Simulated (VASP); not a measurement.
# Cd13Hg3S16 (P1) in VASP: single point with r2SCAN

Aim: the single point of Cd13Hg3S16 with r2SCAN.

Everything below comes from runs of VASP 6.6.1. Logs are shortened: lines on timing, memory, paths and dates and some standing lists are left out, and cuts for length are marked.

## 1. The cell of the first run

The typed cell holds 64 atoms: a = 11.667 Å, b = 11.667 Å, c = 11.667 Å, α = 90.00°, β = 90.00°, γ = 90.00°.

## 2. Single point, r2SCAN

POSCAR reads:

```
Cd13Hg3S16
1.0
   11.6670660000      0.0000000000      0.0000000000
    0.0000000000     11.6670660000      0.0000000000
    0.0000000000      0.0000000000     11.6670660000
Cd Hg S
26 6 32
Direct
    0.0004700000      0.0000780000      0.0014390000
    0.0003060000      0.0003040000      0.5003590000
    0.0001120000      0.5000890000      0.0000160000
    0.9999090000      0.5009140000      0.4999990000
    0.5002180000      0.0001030000      0.5000670000
    0.5001040000      0.5001280000      0.0008440000
    0.4998230000      0.4998820000      0.5007640000
    0.2493960000      0.2505880000      0.0004290000
    0.2500520000      0.2497960000      0.5013420000
    0.2490200000      0.7504620000      0.5005050000
    0.7501680000      0.2513390000      0.0007900000
    0.7508720000      0.7495110000      0.0013770000
    0.7496140000      0.7501490000      0.5005760000
    0.2496820000      0.0009790000      0.2512580000
    0.2501970000      0.0002970000      0.7506210000
    0.2499290000      0.4999630000      0.7500560000
    0.7507910000      0.0000850000      0.2514140000
    0.7503750000      0.5005410000      0.2503400000
    0.7497580000      0.5003240000      0.7512790000
    0.9998420000      0.2502560000      0.2499500000
    0.0007240000      0.2502080000      0.7503430000
    0.9998760000      0.7503230000      0.2505560000
    0.0001020000      0.7494090000      0.7503650000
    0.4993960000      0.2501420000      0.2509710000
    0.5004280000      0.2504580000      0.7505040000
    0.5012440000      0.7499420000      0.2507730000
    0.5007120000      0.0021770000      0.0022700000
    0.2504110000      0.7512340000      0.0008590000
    0.7507450000      0.2518850000      0.5011550000
    0.2507230000      0.4997470000      0.2524480000
    0.7525850000      0.0005840000      0.7514590000
    0.5005540000      0.7511850000      0.7507540000
    0.1249800000      0.1252290000      0.1253870000
    0.1244790000      0.1247180000      0.6253140000
    0.1232720000      0.6244680000      0.1255890000
    0.1248850000      0.6248280000      0.6249880000
    0.6266880000      0.1268330000      0.1272460000
    0.6238660000      0.1246680000      0.6251390000
    0.6246850000      0.6249100000      0.1250790000
    0.6254560000      0.6239230000      0.6243840000
    0.3751670000      0.3741300000      0.1244830000
    0.3748670000      0.3748900000      0.6252020000
    0.3748150000      0.8753800000      0.1273870000
    0.3737500000      0.8758400000      0.6241550000
    0.8750990000      0.3755860000      0.1254110000
    0.8761600000      0.3766180000      0.6266940000
    0.8746160000      0.8752020000      0.1253250000
    0.8757270000      0.8739340000      0.6239220000
    0.3745570000      0.1252650000      0.3756140000
    0.3739050000      0.1258700000      0.8745860000
    0.3756820000      0.6266110000      0.3764340000
    0.3744100000      0.6235450000      0.8751560000
    0.8757260000      0.1247190000      0.3748580000
    0.8764570000      0.1268600000      0.8769780000
    0.8744810000      0.6253120000      0.3750620000
    0.8747790000      0.6250940000      0.8751990000
    0.1234840000      0.3735800000      0.3766060000
    0.1248490000      0.3753030000      0.8750160000
    0.1244360000      0.8750760000      0.3747810000
    0.1234660000      0.8757470000      0.8740940000
    0.6238160000      0.3760760000      0.3741290000
    0.6247120000      0.3750190000      0.8753860000
    0.6249710000      0.8752580000      0.3752310000
    0.6256500000      0.8750670000      0.8766200000
```

INCAR.step1 reads:

```
SYSTEM = Cd13Hg3S16
ALGO = Normal ; EDIFF = 1E-4
ENCUT = 520 ; GGA = PE
ISMEAR = -1 ; LASPH = .True.
LCHARG = .False. ; LREAL = Auto
LWAVE = .True. ; NBANDS = 326
NELM = 80 ; PREC = Accurate
SIGMA = 0.05
```

INCAR.step2 reads:

```
SYSTEM = Cd13Hg3S16
ALGO = Normal ; EDIFF = 1E-7
ENCUT = 520 ; ISIF = 2
ISMEAR = -1 ; ISTART = 1
LASPH = .True. ; LCHARG = .False.
LMIXTAU = .True. ; LREAL = Auto
LWAVE = .False. ; METAGGA = R2SCAN
NBANDS = 326 ; NELM = 80
PREC = Accurate ; SIGMA = 0.05
```

KPOINTS reads:

```
k-points
0
Gamma
  1 1 1
  0 0 0
```

Potentials or basis: VASP PAW PBE potentials, release 64 (Cd, Hg, S).

Launch:

```console
$ cat potpaw_PBE.64/Cd/POTCAR potpaw_PBE.64/Hg/POTCAR potpaw_PBE.64/S/POTCAR > POTCAR
$ cp INCAR.step1 INCAR
$ mpirun -np 1 vasp_gam > vasp.out
$ cp INCAR.step2 INCAR
$ mpirun -np 1 vasp_gam > vasp.out
```

OUTCAR:

```text
SYSTEM = Cd13Hg3S16
   EDIFF = 1E-7
   ENCUT = 520
   ISIF = 2
   ISMEAR = -1
   ISTART = 1
   LASPH = .True.
   LREAL = Auto
   METAGGA = R2SCAN
   NELM = 80
   PREC = Accurate

 ion  position               nearest neighbor table
   1  0.000  0.000  0.001-  33 2.52  47 2.52  60 2.52  54 2.53
   2  0.000  0.000  0.500-  34 2.52  53 2.52  48 2.52  59 2.53
   3  0.000  0.500  0.000-  35 2.51  58 2.52  45 2.53  56 2.53
   4  1.000  0.501  0.500-  36 2.52  57 2.52  46 2.52  55 2.52
   5  0.500  0.000  0.500-  38 2.51  63 2.52  44 2.52  49 2.53
   6  0.500  0.500  0.001-  39 2.52  41 2.52  52 2.52  62 2.53
[... 56 lines left out ...]
  63  0.625  0.875  0.375-  26 2.52   5 2.52  17 2.52  13 2.53
  64  0.626  0.875  0.877-  32 2.52  12 2.53  31 2.54  27 2.54

  LATTYP: Found a simple cubic cell.
 ALAT       =    11.6670660000

  Lattice vectors:

 A1 = (  11.6670660000,   0.0000000000,   0.0000000000)
 A2 = (   0.0000000000,  11.6670660000,   0.0000000000)
 A3 = (   0.0000000000,   0.0000000000,  11.6670660000)

Analysis of symmetry for initial positions (statically):
=====================================================================
 Subroutine PRICEL returns:
 Original cell was already a primitive cell.

 Routine SETGRP: Setting up the symmetry group for a
 simple cubic supercell.

 Subroutine GETGRP returns: Found  1 space group operations
 (whereof  1 operations were pure point group operations)
 out of a pool of 48 trial point group operations.

The static configuration has the point symmetry C_1 .

Analysis of symmetry for dynamics (positions and initial velocities):
=====================================================================
 Subroutine PRICEL returns:
 Original cell was already a primitive cell.

 Routine SETGRP: Setting up the symmetry group for a
 simple cubic supercell.

 Subroutine GETGRP returns: Found  1 space group operations
 (whereof  1 operations were pure point group operations)
 out of a pool of 48 trial point group operations.

The dynamic configuration has the point symmetry C_1 .

 Subroutine INISYM returns: Found  1 space group operations
 (whereof  1 operations are pure point group operations),
 and found     1 'primitive' translations

----------------------------------------------------------------------------------------

                                     Primitive cell

  volume of cell :    1588.1260

  direct lattice vectors                    reciprocal lattice vectors
    11.667066000  0.000000000  0.000000000     0.085711352  0.000000000  0.000000000
     0.000000000 11.667066000  0.000000000     0.000000000  0.085711352  0.000000000
     0.000000000  0.000000000 11.667066000     0.000000000  0.000000000  0.085711352

  length of vectors
    11.667066000 11.667066000 11.667066000     0.085711352  0.085711352  0.085711352

  position of ions in fractional coordinates (direct lattice)
     0.000470000  0.000078000  0.001439000
     0.000306000  0.000304000  0.500359000
     0.000112000  0.500089000  0.000016000
     0.999909000  0.500914000  0.499999000
     0.500218000  0.000103000  0.500067000
     0.500104000  0.500128000  0.000844000
[... 56 lines left out ...]
     0.624971000  0.875258000  0.375231000
     0.625650000  0.875067000  0.876620000

  ion indices of the primitive-cell ions
   primitive index   ion index
                 1           1
                 2           2
                 3           3
                 4           4
                 5           5
                 6           6
[... 56 lines left out ...]
                63          63
                64          64

----------------------------------------------------------------------------------------

 KPOINTS: k-points

Automatic generation of k-mesh.
 Grid dimensions read from file:
 generate k-points for:    1    1    1

 Generating k-lattice:

  Cartesian coordinates                     Fractional coordinates (reciprocal lattice)
     0.085711352  0.000000000  0.000000000     1.000000000  0.000000000  0.000000000
     0.000000000  0.085711352  0.000000000     0.000000000  1.000000000  0.000000000
     0.000000000  0.000000000  0.085711352     0.000000000  0.000000000  1.000000000

  Length of vectors
     0.085711352  0.085711352  0.085711352

  Shift w.r.t. Gamma in fractional coordinates (k-lattice)
     0.000000000  0.000000000  0.000000000

 Subroutine IBZKPT returns following result:
 ===========================================

 Found      1 irreducible k-points:

 Following reciprocal coordinates:
            Coordinates               Weight
  0.000000  0.000000  0.000000      1.000000
   k-points           NKPTS =      1   k-points in BZ     NKDIM =      1   number of bands    NBANDS=    326
   number of dos      NEDOS =    301   number of ions     NIONS =     64
   total plane-waves  NPLWV = 729000
   dimension x,y,z NGX =    90 NGY =   90 NGZ =   90
   dimension x,y,z NGXF=   180 NGYF=  180 NGZF=  180
   ions per type =              26   6  32
   NGX,Y,Z   is equivalent  to a cutoff of  12.82, 12.82, 12.82 a.u.
   NGXF,Y,Z  is equivalent  to a cutoff of  25.65, 25.65, 25.65 a.u.
 SYSTEM =  Cd13Hg3S16
   PREC   = accura    normal or accurate (medium, high low for compatibility)
   ISTART =      1    job   : 0-new  1-cont  2-samecut
   ICHARG =      0    charge: 1-file 2-atom 10-const
   ISPIN  =      1    spin polarized calculation?
   LNONCOLLINEAR =      F non collinear calculations
   LSORBIT =      F    spin-orbit coupling
   LASPH  =      T    aspherical Exc in radial PAW
   ENCUT  =  520.0 eV  38.22 Ry    6.18 a.u.  21.69 21.69 21.69*2*pi/ulx,y,z
   NELM   =     80;   NELMIN=  2; NELMDL=  0     # of ELM steps
   EDIFF  = 0.1E-06   stopping-criterion for ELM
   LREAL  =      T    real-space projection
   EDIFFG = 0.1E-05   stopping-criterion for IOM
   NSW    =      0    number of steps for IOM
   IBRION =     -1    ionic relax: 0-MD 1-quasi-New 2-CG
   NFREE  =      0    steps in history (QN), initial steepest desc. (CG)
   ISIF   =      2    stress and relaxation
   ISYM   =      2    0-nonsym 1-usesym 2-fastsym
   POTIM  = 0.5000    time-step for ionic-motion
   TEBEG  =    0.0;   TEEND  =   0.0 temperature during run
   PSTRESS=    0.0 pullay stress
   NELECT =     576.0000    total number of electrons
   NUPDOWN=      -1.0000    fix difference up-down
   EMIN   =  10.00;   EMAX   =-10.00  energy-range for DOS
   EFERMI =   0.00;   METHOD = LEGACY
   ISMEAR =    -1;   SIGMA  =   0.05  broadening in eV -4-tet -1-fermi 0-gaus
   EFERMI_NEDOS =   21; number of points for ismear=-14 and -15
   IALGO  =     38    algorithm
   IMIX   =      4    mixing-type and parameters
     AMIX     =   0.40;   BMIX     =  1.00
     AMIX_MAG =   1.60;   BMIX_MAG =  1.00
  volume/ion in A,a.u.               =      24.81       167.46
  Fermi-wavevector in a.u.,A,eV,Ry     =   1.167492  2.206240 18.545260  1.363038
  Thomas-Fermi vector in A             =   2.303992
   LORBIT       =      0    0 simple, 1 ext, 2 COOP (PROOUT), +10 PAW based schemes
   METAGGA = R2SCAN    functional components
   LHFCALC =     F    Hartree Fock is set to
   AEXX    =    0.0000 exact exchange contribution
   IVDW    =     0    specifies the selected vdW correction
   LEPSILON=     F    determine dielectric tensor
   LRPA    =     F    only Hartree local field effects (RPA)
 non-spin polarized calculation
  energy-cutoff  :      520.00
  volume of cell :     1588.13
 maximum number of plane-waves:     21466
 NGX is ok and might be reduce to    90
   NGX = 43   NGY = 43   NGZ = 43

 number of electron     576.0000017 magnetization

 Free energy of the ion-electron system (eV)
  ---------------------------------------------------
  ext. energy  EPLUGINS =         0.00000000
  ---------------------------------------------------
  free energy    TOTEN  =     -1116.68491628 eV

  energy without entropy =    -1116.68488784  energy(sigma->0) =    -1116.68490206

 E-fermi :   1.8923     XC(G=0):  -9.7743

 val. band max:        1.2734437230   @ k =   0.0000   0.0000   0.0000
 cond. band min:       2.4633600041   @ k =   0.0000   0.0000   0.0000
 fundamental gap:      1.1899162811
 Fermi energy:         1.8923205861

 k-point     1 :       0.0000    0.0000    0.0000
  band No.  band energies     occupation
      1     -11.8328      2.00000
      2     -11.5776      2.00000
      3     -11.5724      2.00000
      4     -11.5223      2.00000
      5     -11.5093      2.00000
      6     -11.4938      2.00000
[... 292 lines left out ...]
    299       5.0366      0.00000
    300       5.0422      0.00000
 [bands above 300 left out]

------------------------ aborting loop because EDIFF is reached ----------------------------------------

  FORCE on cell =-STRESS in cart. coord.  units (eV):
  Direction    XX          YY          ZZ          XY          YZ          ZX
  --------------------------------------------------------------------------------------
  -------------------------------------------------------------------------------------
  Total       22.0433197     22.0799566     22.0740203      1.1658731      1.1084719      0.5566863
  in kB       22.2383529     22.2753140     22.2693251      1.1761884      1.1182793      0.5616117
  external PRESSURE =      22.2609973 kB  Pullay stress =       0.0000000 kB

 VOLUME and BASIS-vectors are now :
 -----------------------------------------------------------------------------
  energy-cutoff  :      520.00
  volume of cell :     1588.13
      direct lattice vectors                 reciprocal lattice vectors
    11.667066000  0.000000000  0.000000000     0.085711352  0.000000000  0.000000000
     0.000000000 11.667066000  0.000000000     0.000000000  0.085711352  0.000000000
     0.000000000  0.000000000 11.667066000     0.000000000  0.000000000  0.085711352

 POSITION                                       TOTAL-FORCE (eV/Angst)
 -----------------------------------------------------------------------------------
      0.00548      0.00091      0.01679        -0.017251     -0.026769     -0.021181
      0.00357      0.00355      5.83772        -0.013898     -0.009463     -0.012112
      0.00131      5.83457      0.00019        -0.021854     -0.019651     -0.026599
     11.66600      5.84420      5.83352        -0.018866      0.006142     -0.025140
      5.83608      0.00120      5.83431        -0.020374     -0.018664     -0.020387
      5.83475      5.83503      0.00985        -0.017557     -0.004394     -0.019868
[... 56 lines left out ...]
      7.29158     10.21169      4.37784         0.031244      0.006952      0.025906
      7.29950     10.20946     10.22758         0.045136     -0.010479      0.045081
 -----------------------------------------------------------------------------------
    total drift:                               -0.004029     -0.001284      0.004379

  FREE ENERGIE OF THE ION-ELECTRON SYSTEM (eV)
  ---------------------------------------------------
  free  energy   TOTEN  =     -1116.6849162800 eV

  energy  without entropy=    -1116.6848878430  energy(sigma->0) =    -1116.68490206
```

Run time: 34 min. Hardware: 1 thread of Oxide Virtual Turin-like, shared host; peak memory 1.6 GiB.

Results:

* Free energy: -1116.6849 eV
* Pressure: 2.2 GPa
* Largest force: 0.065 eV/Å
* Band gap on the k mesh: 1.19 eV

Forces in eV/Å, atoms in the order of the input:
```
Cd  -0.017 -0.027 -0.021
Cd  -0.014 -0.009 -0.012
Cd  -0.022 -0.020 -0.027
Cd  -0.019  0.006 -0.025
Cd  -0.020 -0.019 -0.020
Cd  -0.018 -0.004 -0.020
Cd  -0.035 -0.014 -0.017
Cd  -0.019 -0.028 -0.020
Cd  -0.011 -0.006 -0.024
Cd  -0.017 -0.008 -0.017
Cd  -0.024 -0.010 -0.026
Cd  -0.028 -0.005 -0.031
Cd  -0.029 -0.009 -0.034
Cd  -0.029 -0.009 -0.021
Cd  -0.018 -0.029 -0.011
Cd  -0.027 -0.014 -0.035
Cd  -0.034 -0.027 -0.030
Cd  -0.021 -0.015 -0.016
Cd  -0.031 -0.003 -0.016
Cd  -0.015 -0.008 -0.026
Cd  -0.009 -0.014 -0.026
Cd  -0.026 -0.006 -0.020
Cd  -0.022 -0.011 -0.023
Cd  -0.030 -0.013 -0.008
Cd  -0.018 -0.023 -0.011
Cd  -0.031 -0.009 -0.038
Hg  -0.035 -0.002 -0.029
Hg  -0.041 -0.026 -0.019
Hg  -0.027 -0.027 -0.018
Hg  -0.025 -0.005 -0.033
Hg  -0.026  0.007 -0.038
Hg  -0.034 -0.024 -0.034
S    0.027  0.014  0.019
S    0.019  0.016  0.023
S    0.018  0.020  0.030
S    0.018  0.010  0.023
S    0.037  0.013  0.023
S    0.013  0.023  0.043
S    0.022  0.006  0.021
S    0.046  0.005  0.023
S    0.034  0.006  0.013
S    0.009  0.008  0.018
S    0.038  0.012  0.052
S    0.011  0.030  0.014
S    0.016  0.014  0.020
S    0.019  0.016  0.028
S    0.030  0.015  0.028
S    0.042 -0.006  0.020
S    0.023  0.018  0.018
S    0.017  0.035  0.009
S    0.033  0.007  0.036
S    0.037 -0.004  0.023
S    0.031  0.012  0.014
S    0.017  0.017  0.032
S    0.021  0.010  0.023
S    0.018  0.013  0.023
S    0.017 -0.002  0.031
S    0.017  0.014  0.019
S    0.022  0.010  0.023
S    0.012  0.038  0.012
S    0.015  0.037  0.003
S    0.016  0.008  0.012
S    0.031  0.007  0.026
S    0.045 -0.010  0.045
```

Levels at points of the mesh, in eV from the valence-band top:
```tsv
k point	band 285	band 286	band 287	band 288	band 289	band 290	band 291	band 292
(0.00, 0.00, 0.00)	-0.74	-0.01	-0.01	0.00	1.19	2.84	2.88	3.05
```

Caveat: the k points lie up to 0.54 Å⁻¹ apart; the PAW data sets were made with another functional, which shifts forces and pressure a little; spin-orbit coupling is left out, which moves the levels of the heavy elements; an odd mesh through Γ misses points on the zone boundary, where band edges can lie.
